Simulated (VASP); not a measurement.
# W in VASP: further runs

Runs on W. Level: PBEsol. Tasks: single point.

All numbers are computed with VASP 6.6.1; they aren't measurements. Logs are shortened: lines on timing, memory, paths and dates and some standing lists are left out, and cuts for length are marked.

**1. The cell of the first run**

The cell holds a slab with vacuum, 5 atoms: a = 2.827 Å, b = 2.827 Å, c = 16.233 Å, α = 90.00°, β = 90.00°, γ = 120.00°.

**2. Single point, PBEsol**

The input, INCAR:

```
SYSTEM = W
  PREC = Accurate
  ENCUT = 520
  EDIFF = 1E-7
  ISMEAR = 0
  SIGMA = 0.1
  LREAL = .False.
  LASPH = .True.
  NELM = 100
  ALGO = Normal
  ISIF = 2
  LWAVE = .False.
  LCHARG = .False.
  LDIPOL = .True.
  IDIPOL = 3
  DIPOL = 0.5 0.5 0.500
  GGA = PS
  NBANDS = 43
```

The input, KPOINTS:

```
Automatic mesh
0
Gamma
  12 12 1
  0 0 0
```

The input, POSCAR:

```
W
1.0
    2.8270069242      0.0000000000      0.0000000000
   -1.4135034621      2.4482598130      0.0000000000
    0.0000000000      0.0000000000     16.2329659515
W
5
Direct
    0.6666666667      0.3333333333      0.2156106290
    0.3333333333      0.6666666667      0.3578053145
    0.0000000000      0.0000000000      0.5000000000
    0.6666666667      0.3333333333      0.6421946855
    0.3333333333      0.6666666667      0.7843893710
```

Potentials or basis: VASP PAW PBE potentials, release 64 (W_sv).

On the command line:

```console
> cat potpaw_PBE.64/W_sv/POTCAR > POTCAR
> mpirun -np 1 vasp_std > vasp.out
```

OUTCAR:

```text
SYSTEM = W
   PREC = Accurate
   ENCUT = 520
   EDIFF = 1E-7
   ISMEAR = 0
   LREAL = .False.
   LASPH = .True.
   NELM = 100
   ISIF = 2
   GGA = PS

 ion  position               nearest neighbor table
   1  0.667  0.333  0.216-   2 2.83   2 2.83   2 2.83
   2  0.333  0.667  0.358-   1 2.83   3 2.83   1 2.83   3 2.83   3 2.83   1 2.83
   3  0.000  0.000  0.500-   2 2.83   4 2.83   2 2.83   4 2.83   4 2.83   2 2.83
   4  0.667  0.333  0.642-   5 2.83   3 2.83   5 2.83   3 2.83   3 2.83   5 2.83
   5  0.333  0.667  0.784-   4 2.83   4 2.83   4 2.83

  LATTYP: Found a hexagonal cell.
 ALAT       =     2.8270069242
 C/A-ratio  =     5.7421033576

  Lattice vectors:

 A1 = (   2.8270069242,   0.0000000000,   0.0000000000)
 A2 = (  -1.4135034621,   2.4482598130,   0.0000000000)
 A3 = (   0.0000000000,   0.0000000000,  16.2329659515)

Analysis of symmetry for initial positions (statically):
=====================================================================
 Subroutine PRICEL returns:
 Original cell was already a primitive cell.

 Routine SETGRP: Setting up the symmetry group for a
 hexagonal supercell.

 Subroutine GETGRP returns: Found 12 space group operations
 (whereof 12 operations were pure point group operations)
 out of a pool of 24 trial point group operations.

The static configuration has the point symmetry D_3d.

Analysis of symmetry for dynamics (positions and initial velocities):
=====================================================================
 Subroutine PRICEL returns:
 Original cell was already a primitive cell.

 Routine SETGRP: Setting up the symmetry group for a
 hexagonal supercell.

 Subroutine GETGRP returns: Found 12 space group operations
 (whereof 12 operations were pure point group operations)
 out of a pool of 24 trial point group operations.

The dynamic configuration has the point symmetry D_3d.

 Subroutine INISYM returns: Found 12 space group operations
 (whereof 12 operations are pure point group operations),
 and found     1 'primitive' translations

----------------------------------------------------------------------------------------

                                     Primitive cell

  volume of cell :     112.3524

  direct lattice vectors                    reciprocal lattice vectors
     2.827006924  0.000000000  0.000000000     0.353731005  0.204226691  0.000000000
    -1.413503462  2.448259813  0.000000000     0.000000000  0.408453382  0.000000000
     0.000000000  0.000000000 16.232965951     0.000000000  0.000000000  0.061603037

  length of vectors
     2.827006924  2.827006924 16.232965951     0.408453382  0.408453382  0.061603037

  position of ions in fractional coordinates (direct lattice)
     0.666666667  0.333333333  0.215610629
     0.333333333  0.666666667  0.357805314
     0.000000000  0.000000000  0.500000000
     0.666666667  0.333333333  0.642194686
     0.333333333  0.666666667  0.784389371

  ion indices of the primitive-cell ions
   primitive index   ion index
                 1           1
                 2           2
                 3           3
                 4           4
                 5           5

----------------------------------------------------------------------------------------

 KPOINTS: Automatic mesh

Automatic generation of k-mesh.
 Grid dimensions read from file:
 generate k-points for:   12   12    1

 Generating k-lattice:

  Cartesian coordinates                     Fractional coordinates (reciprocal lattice)
     0.029477584  0.017018891  0.000000000     0.083333333  0.000000000  0.000000000
     0.000000000  0.034037782  0.000000000     0.000000000  0.083333333  0.000000000
     0.000000000  0.000000000  0.061603037     0.000000000  0.000000000  1.000000000

  Length of vectors
     0.034037782  0.034037782  0.061603037

  Shift w.r.t. Gamma in fractional coordinates (k-lattice)
     0.000000000  0.000000000  0.000000000

 Subroutine IBZKPT returns following result:
 ===========================================

 Found     19 irreducible k-points:

 Following reciprocal coordinates:
            Coordinates               Weight
  0.000000  0.000000  0.000000      1.000000
  0.083333  0.000000  0.000000      6.000000
  0.166667  0.000000  0.000000      6.000000
  0.250000  0.000000  0.000000      6.000000
  0.333333  0.000000  0.000000      6.000000
  0.416667  0.000000  0.000000      6.000000
[... 11 lines left out ...]
  0.333333  0.250000  0.000000     12.000000
  0.333333  0.333333  0.000000      2.000000
   k-points           NKPTS =     19   k-points in BZ     NKDIM =     19   number of bands    NBANDS=     43
   number of dos      NEDOS =    301   number of ions     NIONS =      5
   total plane-waves  NPLWV =  72576
   dimension x,y,z NGX =    24 NGY =   24 NGZ =  126
   dimension x,y,z NGXF=    48 NGYF=   48 NGZF=  252
   ions per type =               5
   NGX,Y,Z   is equivalent  to a cutoff of  14.11, 14.11, 12.90 a.u.
   NGXF,Y,Z  is equivalent  to a cutoff of  28.23, 28.23, 25.81 a.u.
 SYSTEM =  W
   PREC   = accura    normal or accurate (medium, high low for compatibility)
   ISTART =      0    job   : 0-new  1-cont  2-samecut
   ICHARG =      2    charge: 1-file 2-atom 10-const
   ISPIN  =      1    spin polarized calculation?
   LNONCOLLINEAR =      F non collinear calculations
   LSORBIT =      F    spin-orbit coupling
   LASPH  =      T    aspherical Exc in radial PAW
   ENCUT  =  520.0 eV  38.22 Ry    6.18 a.u.   5.26  5.26 30.18*2*pi/ulx,y,z
   NELM   =    100;   NELMIN=  2; NELMDL= -5     # of ELM steps
   EDIFF  = 0.1E-06   stopping-criterion for ELM
   LREAL  =      F    real-space projection
   EDIFFG = 0.1E-05   stopping-criterion for IOM
   NSW    =      0    number of steps for IOM
   IBRION =     -1    ionic relax: 0-MD 1-quasi-New 2-CG
   NFREE  =      0    steps in history (QN), initial steepest desc. (CG)
   ISIF   =      2    stress and relaxation
   ISYM   =      2    0-nonsym 1-usesym 2-fastsym
   POTIM  = 0.5000    time-step for ionic-motion
   TEBEG  =    0.0;   TEEND  =   0.0 temperature during run
   PSTRESS=    0.0 pullay stress
   NELECT =      70.0000    total number of electrons
   NUPDOWN=      -1.0000    fix difference up-down
   EMIN   =  10.00;   EMAX   =-10.00  energy-range for DOS
   EFERMI =   0.00;   METHOD = LEGACY
   ISMEAR =     0;   SIGMA  =   0.10  broadening in eV -4-tet -1-fermi 0-gaus
   EFERMI_NEDOS =   21; number of points for ismear=-14 and -15
   IALGO  =     38    algorithm
   IMIX   =      4    mixing-type and parameters
     AMIX     =   0.40;   BMIX     =  1.00
     AMIX_MAG =   1.60;   BMIX_MAG =  1.00
  volume/ion in A,a.u.               =      22.47       151.64
  Fermi-wavevector in a.u.,A,eV,Ry     =   1.398235  2.642281 26.600212  1.955060
  Thomas-Fermi vector in A             =   2.521413
   LORBIT       =      0    0 simple, 1 ext, 2 COOP (PROOUT), +10 PAW based schemes
   GGA     = PS    functional components
   LHFCALC =     F    Hartree Fock is set to
   AEXX    =    0.0000 exact exchange contribution
   IVDW    =     0    specifies the selected vdW correction
   LEPSILON=     F    determine dielectric tensor
   LRPA    =     F    only Hartree local field effects (RPA)
 non-spin polarized calculation
 Gauss-broadening in eV      SIGMA  =   0.10
  energy-cutoff  :      520.00
  volume of cell :      112.35
 maximum number of plane-waves:      3047
 NGX is ok and might be reduce to    24
   NGX = 11   NGY = 11   NGZ = 61

 dipolmoment           0.000000      0.000000      0.000000 electrons x Angstroem

 number of electron      70.0000010 magnetization

 dipolmoment           0.000000      0.000000     -0.000000 electrons x Angstroem

 Free energy of the ion-electron system (eV)
  ---------------------------------------------------
  ext. energy  EPLUGINS =         0.00000000
  ---------------------------------------------------
  free energy    TOTEN  =       -64.04096240 eV

  energy without entropy =      -64.00957097  energy(sigma->0) =      -64.02526669

 E-fermi :   6.2831     XC(G=0): -10.8108

 val. band max:        6.2778480313   @ k =   0.2500   0.0833   0.0000
 cond. band min:       6.3021438529   @ k =   0.1667   0.0000   0.0000
 fundamental gap:      0.0242958216
 Fermi energy:         6.2830547606

 k-point     1 :       0.0000    0.0000    0.0000
  band No.  band energies     occupation
      1     -67.4138      2.00000
      2     -67.4130      2.00000
      3     -67.3204      2.00000
      4     -67.3038      2.00000
      5     -67.2044      2.00000
      6     -32.1443      2.00000
[... 35 lines left out ...]
     42       8.6867      0.00000
     43       8.6921      0.00000

 k-point     2 :       0.0833    0.0000    0.0000
  band No.  band energies     occupation
      1     -67.4080      2.00000
      2     -67.4073      2.00000
      3     -67.3147      2.00000
      4     -67.2990      2.00000
      5     -67.2000      2.00000
      6     -32.1209      2.00000
[... 35 lines left out ...]
     42       8.2143      0.00000
     43       8.2694      0.00000

 k-point     3 :       0.1667    0.0000    0.0000
  band No.  band energies     occupation
      1     -67.3921      2.00000
      2     -67.3916      2.00000
      3     -67.2991      2.00000
      4     -67.2858      2.00000
      5     -67.1880      2.00000
      6     -32.0558      2.00000
[... 35 lines left out ...]
     42       7.6628      0.00000
     43       7.9427      0.00000

 k-point     4 :       0.2500    0.0000    0.0000
  band No.  band energies     occupation
      1     -67.3703      2.00000
      2     -67.3700      2.00000
      3     -67.2776      2.00000
      4     -67.2677      2.00000
      5     -67.1717      2.00000
      6     -31.9716      2.00000
[... 633 lines left out ...]
     42       9.0299      0.00000
     43      10.4698      0.00000

 k-point    18 :       0.3333    0.2500    0.0000
  band No.  band energies     occupation
      1     -67.3186      2.00000
      2     -67.3186      2.00000
      3     -67.2255      2.00000
      4     -67.2249      2.00000
      5     -67.1337      2.00000
      6     -31.9981      2.00000
[... 35 lines left out ...]
     42       9.3852      0.00000
     43      10.5521      0.00000

 k-point    19 :       0.3333    0.3333    0.0000
  band No.  band energies     occupation
      1     -67.3157      2.00000
      2     -67.3157      2.00000
      3     -67.2225      2.00000
      4     -67.2225      2.00000
      5     -67.1315      2.00000
      6     -31.8938      2.00000
[... 35 lines left out ...]
     42       9.4072      0.00000
     43      10.6719      0.00000

------------------------ aborting loop because EDIFF is reached ----------------------------------------

 vacuum level on the upper side and lower side of the slab       (xc-potential included)        -0.935        -0.935

  FORCE on cell =-STRESS in cart. coord.  units (eV):
  Direction    XX          YY          ZZ          XY          YZ          ZX
  --------------------------------------------------------------------------------------
  -------------------------------------------------------------------------------------
  Total       -7.3441499     -7.3441499      1.0826945      0.0000000      0.0000000      0.0000000
  in kB     -104.7297004   -104.7297004     15.4395361      0.0000000      0.0000000      0.0000000
  external PRESSURE =     -64.6732882 kB  Pullay stress =       0.0000000 kB

 VOLUME and BASIS-vectors are now :
 -----------------------------------------------------------------------------
  energy-cutoff  :      520.00
  volume of cell :      112.35
      direct lattice vectors                 reciprocal lattice vectors
     2.827006924  0.000000000  0.000000000     0.353731005  0.204226691  0.000000000
    -1.413503462  2.448259813  0.000000000     0.000000000  0.408453382  0.000000000
     0.000000000  0.000000000 16.232965951     0.000000000  0.000000000  0.061603037

 POSITION                                       TOTAL-FORCE (eV/Angst)
 -----------------------------------------------------------------------------------
      1.41350      0.81609      3.50000        -0.000000      0.000000     -0.254786
     -0.00000      1.63217      5.80824        -0.000000      0.000000      0.210056
      0.00000      0.00000      8.11648        -0.000000      0.000000      0.000000
      1.41350      0.81609     10.42472         0.000000     -0.000000     -0.210056
     -0.00000      1.63217     12.73297         0.000000     -0.000000      0.254786
 -----------------------------------------------------------------------------------
    total drift:                                0.000000     -0.000000      0.000000

  FREE ENERGIE OF THE ION-ELECTRON SYSTEM (eV)
  ---------------------------------------------------
  free  energy   TOTEN  =       -64.0409624025 eV

  energy  without entropy=      -64.0095709736  energy(sigma->0) =      -64.02526669

 vacuum level on the upper side and lower side of the slab        10.510        10.510
```

Wall time 1.8 min (1 thread of AMD EPYC 9R45 (Zen 5), shared host); peak memory 0.24 GiB.

Results:

```yaml
Free_energy: -64.0410 eV
Largest_force: 0.255 eV/Å
Band_gap_on_the_k_mesh: zero (bands 35 and 36 overlap by 1.42 eV)
```

Forces in eV/Å, atoms in the order of the input:
```
W    0.000  0.000 -0.255
W    0.000  0.000  0.210
W    0.000  0.000  0.000
W    0.000  0.000 -0.210
W    0.000  0.000  0.255
```

Levels at points of the mesh, in eV from the Fermi level:
```
           k point  band 32  band 33  band 34  band 35  band 36  band 37  band 38  band 39
(0.00, 0.00, 0.00)    -0.46    -0.46    -0.44    -0.44    -0.08    -0.08    -0.07    -0.03
(0.50, 0.00, 0.00)    -0.57    -0.32     0.28     0.72     1.45     1.65     1.97     3.24
```

Caveat: the PAW data sets were made with another functional, which shifts forces and pressure a little; spin-orbit coupling is left out, which moves the levels of the heavy elements.

[end of part 1 of 2]

The gap in the log of VASP goes by the Fermi energy; the results here count the filled bands.